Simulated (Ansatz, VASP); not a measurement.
# Ga3H2N3 in VASP and in Ansatz

```
Ga N H
1.0
     6.39313    0.00000    0.00000
     0.00000    5.20857    0.00000
     0.00000    0.00000   27.38697
Ga N H
12 12 8
Direct
  0.50000 0.00081 0.34556
  0.00000 0.00081 0.34556
  0.75000 0.50081 0.37925
  0.25000 0.50081 0.37925
  0.75000 0.00081 0.44664
  0.25000 0.00081 0.44664
  0.00023 0.50008 0.48088
  0.49985 0.49994 0.48093
  0.00030 0.99748 0.54751
  0.49890 0.99713 0.54772
  0.24989 0.51090 0.58501
  0.75022 0.50860 0.58328
  0.50000 0.62419 0.34556
  0.00000 0.62419 0.34556
  0.75000 0.12419 0.37925
  0.25000 0.12419 0.37925
  0.75000 0.62419 0.44664
  0.25000 0.62419 0.44664
  0.00007 0.12367 0.48083
  0.49980 0.12342 0.48097
  0.00064 0.62348 0.54800
  0.49967 0.62317 0.54815
  0.24947 0.13037 0.58028
  0.74944 0.12879 0.57973
  0.50002 0.09689 0.29085
  0.99996 0.09692 0.29085
  0.49999 0.55725 0.31040
  0.00002 0.55723 0.31040
  0.25069 0.60726 0.63915
  0.75512 0.59371 0.63906
  0.24613 0.06239 0.61548
  0.75358 0.06371 0.61516
```

Alike in both runs: task single point; functional PBE; dispersion D3(BJ); k mesh 3 × 3 × 1; occupations gaussian, width 0.05 eV; no spin polarisation.

|  | VASP | Ansatz |
| --- | --- | --- |
| version | VASP 6.6.1 | Ansatz 0.2.0 |
| potentials or method | VASP PAW PBE potentials, release 64 (Ga_d, N, H), cutoff 520 eV | scalar-relativistic, plane waves, PAW |
| valence electrons in the cell | 224 | 224 |

|  | VASP | Ansatz | Ansatz less VASP |
| --- | --- | --- | --- |
| gap on the k mesh at the Fermi level (eV) | 3.03 | 3.02 | -0.008 |
| least direct gap on the mesh (eV) | 3.03 | 3.02 | -0.008 |
| rms of the force components (eV/Å) | 0.234 | 0.230 | -0.0042 |
